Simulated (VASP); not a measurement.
# HfO2 (R-3m) in VASP: a series of runs, part 2 of 2

VASP 6.6.1.

### Step 4. Single point, PBEsol

This run uses another cell than the first one, of 10.12 Å³/atom, 0.877 times its volume.

INCAR reads:

```
SYSTEM = HfO2
ALGO = Normal
EDIFF = 1E-7
ENCUT = 520
GGA = PS
ISIF = 2
ISMEAR = 0
LASPH = .TRUE.
LCHARG = .FALSE.
LREAL = .FALSE.
LWAVE = .FALSE.
NBANDS = 18
NELM = 100
PREC = Accurate
SIGMA = 0.05
```

KPOINTS reads:

```
k-points
0
G
  8 8 8
  0 0 0
```

POSCAR reads:

```
HfO2
1.0
    0.2033122272      2.5821604398      2.5821604398
    2.5821604398      0.2033122272      2.5821604398
    2.5821604398      2.5821604398      0.2033122272
Hf O
1 2
Direct
    0.0000000000      0.0000000000      0.0000000000
    0.2500000000      0.2500000000      0.2500000000
    0.7500000000      0.7500000000      0.7500000000
```

Potentials or basis: VASP PAW PBE potentials, release 64 (Hf_pv, O).

Started as:

```sh
> cat potpaw_PBE.64/Hf_pv/POTCAR potpaw_PBE.64/O/POTCAR > POTCAR
> mpirun -np 1 vasp_std > vasp.out
```

OUTCAR:

```text
SYSTEM = HfO2
   EDIFF = 1E-7
   ENCUT = 520
   GGA = PS
   ISIF = 2
   ISMEAR = 0
   LASPH = .TRUE.
   LREAL = .FALSE.
   NELM = 100
   PREC = Accurate

 ion  position               nearest neighbor table
   1  0.000  0.000  0.000-   3 2.09   3 2.09   3 2.09   2 2.09   2 2.09   2 2.09   3 2.32   2 2.32

   2  0.250  0.250  0.250-   1 2.09   1 2.09   1 2.09   1 2.32
   3  0.750  0.750  0.750-   1 2.09   1 2.09   1 2.09   1 2.32

  LATTYP: Found a trigonal (rhomboedric) cell.
 ALAT       =     3.6573817049
 COS(alpha) =     0.5769488427

  Lattice vectors:

 A1 = (   0.2033122272,   2.5821604398,   2.5821604398)
 A2 = (   2.5821604398,   0.2033122272,   2.5821604398)
 A3 = (   2.5821604398,   2.5821604398,   0.2033122272)

Analysis of symmetry for initial positions (statically):
=====================================================================
 Subroutine PRICEL returns:
 Original cell was already a primitive cell.

 Routine SETGRP: Setting up the symmetry group for a
 trigonal (rhombohedral) supercell.

 Subroutine GETGRP returns: Found 12 space group operations
 (whereof 12 operations were pure point group operations)
 out of a pool of 12 trial point group operations.

The static configuration has the point symmetry D_3d.

Analysis of symmetry for dynamics (positions and initial velocities):
=====================================================================
 Subroutine PRICEL returns:
 Original cell was already a primitive cell.

 Routine SETGRP: Setting up the symmetry group for a
 trigonal (rhombohedral) supercell.

 Subroutine GETGRP returns: Found 12 space group operations
 (whereof 12 operations were pure point group operations)
 out of a pool of 12 trial point group operations.

The dynamic configuration has the point symmetry D_3d.

 Subroutine INISYM returns: Found 12 space group operations
 (whereof 12 operations are pure point group operations),
 and found     1 'primitive' translations

----------------------------------------------------------------------------------------

                                     Primitive cell

  volume of cell :      30.3750

  direct lattice vectors                    reciprocal lattice vectors
     0.203312227  2.582160440  2.582160440    -0.218147051  0.202224453  0.202224453
     2.582160440  0.203312227  2.582160440     0.202224453 -0.218147051  0.202224453
     2.582160440  2.582160440  0.203312227     0.202224453  0.202224453 -0.218147051

  length of vectors
     3.657381705  3.657381705  3.657381705     0.359690971  0.359690971  0.359690971

  position of ions in fractional coordinates (direct lattice)
     0.000000000  0.000000000  0.000000000
     0.250000000  0.250000000  0.250000000
     0.750000000  0.750000000  0.750000000

  ion indices of the primitive-cell ions
   primitive index   ion index
                 1           1
                 2           2
                 3           3

----------------------------------------------------------------------------------------

 KPOINTS: k-points

Automatic generation of k-mesh.
 Grid dimensions read from file:
 generate k-points for:    8    8    8

 Generating k-lattice:

  Cartesian coordinates                     Fractional coordinates (reciprocal lattice)
    -0.027268381  0.025278057  0.025278057     0.125000000  0.000000000  0.000000000
     0.025278057 -0.027268381  0.025278057     0.000000000  0.125000000  0.000000000
     0.025278057  0.025278057 -0.027268381     0.000000000  0.000000000  0.125000000

  Length of vectors
     0.044961371  0.044961371  0.044961371

  Shift w.r.t. Gamma in fractional coordinates (k-lattice)
     0.000000000  0.000000000  0.000000000

 Subroutine IBZKPT returns following result:
 ===========================================

 Found     65 irreducible k-points:

 Following reciprocal coordinates:
            Coordinates               Weight
  0.000000  0.000000  0.000000      1.000000
  0.125000  0.000000  0.000000      6.000000
  0.250000  0.000000  0.000000      6.000000
  0.375000  0.000000  0.000000      6.000000
  0.500000  0.000000  0.000000      3.000000
  0.125000  0.125000  0.000000      6.000000
[... 16 lines left out ...]
  0.250000  0.125000  0.125000      6.000000
  0.375000  0.125000  0.125000      6.000000
 [... further k-points ...]
   k-points           NKPTS =     65   k-points in BZ     NKDIM =     65   number of bands    NBANDS=     18
   number of dos      NEDOS =    301   number of ions     NIONS =      3
   total plane-waves  NPLWV =  21952
   dimension x,y,z NGX =    28 NGY =   28 NGZ =   28
   dimension x,y,z NGXF=    56 NGYF=   56 NGZF=   56
   ions per type =               1   2
   NGX,Y,Z   is equivalent  to a cutoff of  12.73, 12.73, 12.73 a.u.
   NGXF,Y,Z  is equivalent  to a cutoff of  25.45, 25.45, 25.45 a.u.
 SYSTEM =  HfO2
   PREC   = accura    normal or accurate (medium, high low for compatibility)
   ISTART =      0    job   : 0-new  1-cont  2-samecut
   ICHARG =      2    charge: 1-file 2-atom 10-const
   ISPIN  =      1    spin polarized calculation?
   LNONCOLLINEAR =      F non collinear calculations
   LSORBIT =      F    spin-orbit coupling
   LASPH  =      T    aspherical Exc in radial PAW
   ENCUT  =  520.0 eV  38.22 Ry    6.18 a.u.   6.80  6.80  6.80*2*pi/ulx,y,z
   NELM   =    100;   NELMIN=  2; NELMDL= -5     # of ELM steps
   EDIFF  = 0.1E-06   stopping-criterion for ELM
   LREAL  =      F    real-space projection
   EDIFFG = 0.1E-05   stopping-criterion for IOM
   NSW    =      0    number of steps for IOM
   IBRION =     -1    ionic relax: 0-MD 1-quasi-New 2-CG
   NFREE  =      0    steps in history (QN), initial steepest desc. (CG)
   ISIF   =      2    stress and relaxation
   ISYM   =      2    0-nonsym 1-usesym 2-fastsym
   POTIM  = 0.5000    time-step for ionic-motion
   TEBEG  =    0.0;   TEEND  =   0.0 temperature during run
   PSTRESS=    0.0 pullay stress
   NELECT =      22.0000    total number of electrons
   NUPDOWN=      -1.0000    fix difference up-down
   EMIN   =  10.00;   EMAX   =-10.00  energy-range for DOS
   EFERMI =   0.00;   METHOD = LEGACY
   ISMEAR =     0;   SIGMA  =   0.05  broadening in eV -4-tet -1-fermi 0-gaus
   EFERMI_NEDOS =   21; number of points for ismear=-14 and -15
   IALGO  =     38    algorithm
   IMIX   =      4    mixing-type and parameters
     AMIX     =   0.40;   BMIX     =  1.00
     AMIX_MAG =   1.60;   BMIX_MAG =  1.00
  volume/ion in A,a.u.               =      10.12        68.33
  Fermi-wavevector in a.u.,A,eV,Ry     =   1.470202  2.778279 29.408904  2.161493
  Thomas-Fermi vector in A             =   2.585487
   LORBIT       =      0    0 simple, 1 ext, 2 COOP (PROOUT), +10 PAW based schemes
   GGA     = PS    functional components
   LHFCALC =     F    Hartree Fock is set to
   AEXX    =    0.0000 exact exchange contribution
   IVDW    =     0    specifies the selected vdW correction
   LEPSILON=     F    determine dielectric tensor
   LRPA    =     F    only Hartree local field effects (RPA)
 non-spin polarized calculation
 Gauss-broadening in eV      SIGMA  =   0.05
  energy-cutoff  :      520.00
  volume of cell :       30.37
 maximum number of plane-waves:       834
   NGX = 13   NGY = 13   NGZ = 13

 number of electron      22.0000002 magnetization

 Free energy of the ion-electron system (eV)
  ---------------------------------------------------
  ext. energy  EPLUGINS =         0.00000000
  ---------------------------------------------------
  free energy    TOTEN  =       -31.39677030 eV

  energy without entropy =      -31.39677030  energy(sigma->0) =      -31.39677030

 E-fermi :   4.9523     XC(G=0): -12.4753

 val. band max:        4.6417114639   @ k =   0.5000   0.5000   0.0000
 cond. band min:       8.6267874375   @ k =   0.5000   0.5000   0.0000
 fundamental gap:      3.9850759735
 Fermi energy:         4.9523100984

 k-point     1 :       0.0000    0.0000    0.0000
  band No.  band energies     occupation
      1     -24.6367      2.00000
      2     -24.5311      2.00000
      3     -24.5311      2.00000
      4     -14.4399      2.00000
      5     -10.9509      2.00000
      6      -1.3485      2.00000
[... 10 lines left out ...]
     17      16.4530      0.00000
     18      17.4345      0.00000
[... 463 lines left out ...]
 k-point    24 :       0.3750    0.1250    0.1250
  band No.  band energies     occupation
      1     -24.9545      2.00000
      2     -24.7189      2.00000
      3     -24.5926      2.00000
      4     -13.2691      2.00000
      5     -11.7019      2.00000
      6      -0.7942      2.00000
[... 10 lines left out ...]
     17      15.6967      0.00000
     18      18.5541      0.00000

 [... further k-points ...]
[... 5 lines left out ...]
  --------------------------------------------------------------------------------------
  -------------------------------------------------------------------------------------
  Total        3.1926496      3.1926496      3.1926496     -1.4066213     -1.4066213     -1.4066213
  in kB      168.4013435    168.4013435    168.4013435    -74.1944607    -74.1944607    -74.1944607
  external PRESSURE =     168.4013435 kB  Pullay stress =       0.0000000 kB

 VOLUME and BASIS-vectors are now :
 -----------------------------------------------------------------------------
  energy-cutoff  :      520.00
  volume of cell :       30.37
      direct lattice vectors                 reciprocal lattice vectors
     0.203312227  2.582160440  2.582160440    -0.218147051  0.202224453  0.202224453
     2.582160440  0.203312227  2.582160440     0.202224453 -0.218147051  0.202224453
     2.582160440  2.582160440  0.203312227     0.202224453  0.202224453 -0.218147051

 POSITION                                       TOTAL-FORCE (eV/Angst)
 -----------------------------------------------------------------------------------
      0.00000      0.00000      0.00000         0.000000      0.000000      0.000000
      1.34191      1.34191      1.34191        -0.555441     -0.555441     -0.555441
      4.02572      4.02572      4.02572         0.555441      0.555441      0.555441
 -----------------------------------------------------------------------------------
    total drift:                                0.000000      0.000000      0.000000

  FREE ENERGIE OF THE ION-ELECTRON SYSTEM (eV)
  ---------------------------------------------------
  free  energy   TOTEN  =       -31.3967702959 eV

  energy  without entropy=      -31.3967702959  energy(sigma->0) =      -31.39677030
```

OSZICAR:

```text
N       E                     dE             d eps       ncg     rms          rms(c)
DAV:   1     0.918089356539E+02    0.91809E+02   -0.12749E+04  2340   0.122E+03
DAV:   2    -0.327187719764E+02   -0.12453E+03   -0.12104E+03  3026   0.292E+02
DAV:   3    -0.365093547663E+02   -0.37906E+01   -0.37787E+01  2686   0.454E+01
DAV:   4    -0.365289616266E+02   -0.19607E-01   -0.19602E-01  2882   0.367E+00
DAV:   5    -0.365290763945E+02   -0.11477E-03   -0.11477E-03  2632   0.258E-01    0.603E+01
DAV:   6    -0.315336846238E+02    0.49954E+01   -0.17045E+01  2408   0.311E+01    0.488E+01
DAV:   7    -0.314288708576E+02    0.10481E+00   -0.61600E-01  2698   0.660E+00    0.296E+01
DAV:   8    -0.314077421268E+02    0.21129E-01   -0.14174E-01  2574   0.351E+00    0.678E+00
DAV:   9    -0.313970481089E+02    0.10694E-01   -0.38780E-02  2536   0.159E+00    0.271E+00
DAV:  10    -0.313967391614E+02    0.30895E-03   -0.22795E-03  2790   0.376E-01    0.334E-01
DAV:  11    -0.313967685254E+02   -0.29364E-04   -0.12305E-04  2752   0.984E-02    0.119E-01
DAV:  12    -0.313967699417E+02   -0.14163E-05   -0.94365E-06  2646   0.230E-02    0.418E-03
DAV:  13    -0.313967702582E+02   -0.31651E-06   -0.72138E-07  2762   0.682E-03    0.714E-03
DAV:  14    -0.313967702959E+02   -0.37658E-07   -0.74946E-08  1976   0.185E-03
   1 F= -.31396770E+02 E0= -.31396770E+02  d E =-.288024E-20
```

stdout:

```text
POSCAR found type information on POSCAR HfO
 POSCAR found :  2 types and       3 ions
 scaLAPACK will be used
 -----------------------------------------------------------------------------
|                                                                             |
|                                                                             |
|     You enforced a specific xc type in the INCAR file but a different       |
|     I HOPE YOU KNOW WHAT YOU ARE DOING!                                     |
|                                                                             |
 -----------------------------------------------------------------------------

 LDA part: xc-table for (Slater+PW92), standard interpolation
 POSCAR, INCAR and KPOINTS ok, starting setup
 FFT: planning ... GRIDC
 FFT: planning ... GRID_SOFT
 FFT: planning ... GRID
 WAVECAR not read
 entering main loop
```

Wall time 53 s (1 thread of Intel Xeon Platinum 8259CL at 2.50GHz (Skylake/Cascade Lake), shared host); peak memory 0.18 GiB.

What came out:

- Free energy: -31.3968 eV
- Pressure: 16.8 GPa
- Largest force: 0.962 eV/Å
- Band gap on the k mesh: 3.99 eV, direct

Forces on the atoms (eV/Å):
```
Hf   0.000  0.000  0.000
O   -0.555 -0.555 -0.555
O    0.555  0.555  0.555
```

Levels at points of the mesh, in eV from the valence-band top:
| k point | band 9 | band 10 | band 11 | band 12 | band 13 | band 14 |
| --- | --- | --- | --- | --- | --- | --- |
| (0.00, 0.00, 0.00) | -0.66 | -0.66 | -0.44 | 4.09 | 4.09 | 6.26 |
| (0.50, 0.00, 0.00) | -2.82 | -2.03 | -1.69 | 4.73 | 5.42 | 7.93 |
| (0.50, 0.50, 0.00) | -2.24 | -1.10 | 0.00 | 3.99 | 6.05 | 6.46 |
| (0.50, 0.50, 0.50) | -2.68 | -1.71 | -1.71 | 4.69 | 4.69 | 6.34 |

Caveat: the PAW data sets were made with another functional, which shifts forces and pressure a little; spin-orbit coupling is left out, which moves the levels of the heavy elements.

### Step 5. Single point, PBEsol

This run uses another cell than the first one, of 10.13 Å³/atom, 0.877 times its volume.

INCAR reads:

```
PREC = Accurate
ENCUT = 520
EDIFF = 1E-6
ISMEAR = 0
SIGMA = 0.05
LREAL = F
LASPH = T
NELM = 100
ALGO = Normal
ISIF = 2
LWAVE = F
LCHARG = F
GGA = PS
NBANDS = 18
```

KPOINTS reads:

```
Automatic mesh
0
Gamma
  8 8 8
```

POSCAR reads:

```
HfO2
1.0
   -0.1952417029      2.3827737399      2.3827737399
    2.3827737399     -0.1952417029      2.3827737399
    2.3827737399      2.3827737399     -0.1952417029
Hf O
1 2
Direct
    0.0000000000      0.0000000000      0.0000000000
    0.2500000000      0.2500000000      0.2500000000
    0.7500000000      0.7500000000      0.7500000000
```

Started as:

```sh
> cat potpaw_PBE.64/Hf_pv/POTCAR potpaw_PBE.64/O/POTCAR > POTCAR
> mpirun -np 1 vasp_std > vasp.out
```

Wall time 43 s (1 thread of Intel Xeon Platinum 8259CL at 2.50GHz (Skylake/Cascade Lake), shared host); peak memory 0.18 GiB.

The run converged. Its results:

```yaml
Free_energy: -31.2770 eV
Pressure: 18.5 GPa
Largest_force: 2.236 eV/Å
Band_gap_on_the_k_mesh: 4.01 eV, direct
```

Forces on the atoms (eV/Å):
```
Hf   0.000  0.000  0.000
O    1.291  1.291  1.291
O   -1.291 -1.291 -1.291
```

Stress tensor (GPa, compression positive):
```
18.47 15.46 15.46
15.46 18.47 15.46
15.46 15.46 18.47
```

Levels at points of the mesh, in eV from the valence-band top:
```csv
k point,band 9,band 10,band 11,band 12,band 13,band 14
"(0.00, 0.00, 0.00)",-0.62,-0.62,-0.57,4.10,4.10,6.21
"(0.50, 0.00, 0.00)",-2.98,-2.10,-1.48,4.42,5.33,7.25
"(0.50, 0.50, 0.00)",-2.23,-1.21,0.00,4.01,6.08,6.85
"(0.50, 0.50, 0.50)",-2.53,-2.07,-2.07,5.28,5.28,8.85
```

Caveat: the PAW data sets were made with another functional, which shifts forces and pressure a little; spin-orbit coupling is left out, which moves the levels of the heavy elements. A k mesh can miss the band edges.

### Step 6. Single point, PBEsol

This run uses another cell than the first one, of 10.13 Å³/atom, 0.877 times its volume.

Changes to INCAR since step 5:

```diff
@@ -2,3 +2,3 @@
 ENCUT = 520
-EDIFF = 1E-6
+EDIFF = 1E-7
 ISMEAR = 0
```

KPOINTS reads:

```
regular mesh
0
Gamma
  8 8 8
```

POSCAR reads:

```
HfO2
1.0
    0.1345323117      2.5455056394      2.5455056394
    2.5455056394      0.1345323117      2.5455056394
    2.5455056394      2.5455056394      0.1345323117
Hf O
1 2
Direct
    0.0000000000      0.0000000000      0.0000000000
    0.2500000000      0.2500000000      0.2500000000
    0.7500000000      0.7500000000      0.7500000000
```

Potentials or basis: VASP PAW PBE potentials, release 64 (Hf_pv, O).

Started as:

```sh
> cat potpaw_PBE.64/Hf_pv/POTCAR potpaw_PBE.64/O/POTCAR > POTCAR
> mpirun -np 1 vasp_std > vasp.out
```

It took 55 s on 1 thread of Intel Xeon Platinum 8259CL at 2.50GHz (Skylake/Cascade Lake), shared host; peak memory 0.17 GiB.

It converged, with:

- Free energy: -31.4969 eV
- Pressure: 14.3 GPa
- Largest force: 0.744 eV/Å
- Band gap on the k mesh: 3.92 eV, direct

Forces in eV/Å, atoms in the order of the input:
```
Hf   0.000  0.000  0.000
O   -0.429 -0.429 -0.429
O    0.429  0.429  0.429
```

Stress tensor (GPa, compression positive):
```
14.26 -5.60 -5.60
-5.60 14.26 -5.60
-5.60 -5.60 14.26
```

Levels at points of the mesh, in eV from the valence-band top:
| k point | band 7 | band 8 | band 9 | band 10 | band 11 | band 12 | band 13 | band 14 | band 15 | band 16 |
| --- | --- | --- | --- | --- | --- | --- | --- | --- | --- | --- |
| (0.00, 0.00, 0.00) | -5.76 | -5.76 | -0.67 | -0.67 | -0.54 | 4.00 | 4.00 | 6.23 | 10.78 | 11.66 |
| (0.50, 0.00, 0.00) | -4.64 | -3.33 | -2.86 | -2.04 | -1.78 | 4.69 | 5.17 | 7.90 | 9.13 | 9.58 |
| (0.50, 0.50, 0.00) | -3.80 | -3.39 | -2.06 | -1.29 | 0.00 | 3.92 | 5.91 | 6.82 | 8.74 | 9.41 |
| (0.50, 0.50, 0.50) | -4.84 | -3.06 | -2.85 | -1.80 | -1.80 | 4.68 | 4.68 | 6.73 | 9.21 | 10.59 |

Caveat: the PAW data sets were made with another functional, which shifts forces and pressure a little; spin-orbit coupling is left out, which moves the levels of the heavy elements.

### Step 7. Overview

```tsv
cell	gap on the mesh (eV)	pressure (GPa)	largest force (eV/Å)
a = 3.764 Å, angles 56.5°, 3 atoms	3.57	-18.9	0.15
a = 3.568 Å, angles 63.6°, 3 atoms	3.58	-18.6	0.53
a = 3.657 Å, angles 54.8°, 3 atoms	3.99	16.8	0.96
a = 3.375 Å, angles 65.4°, 3 atoms	4.01	18.5	2.24
a = 3.602 Å, angles 56.5°, 3 atoms	3.92	14.3	0.74
```

Alike in all rows: task single point; level PBEsol; potentials or basis VASP PAW PBE potentials, release 64 (Hf_pv, O); no spin polarisation; k mesh 8 × 8 × 8; cutoff (eV) 520; smearing gaussian 0.05 eV.

Caveats: the PAW data sets were made with another functional, which shifts forces and pressure a little; spin-orbit coupling is left out, which moves the levels of the heavy elements.

Absolute energies hang on the potentials; compare differences alone.
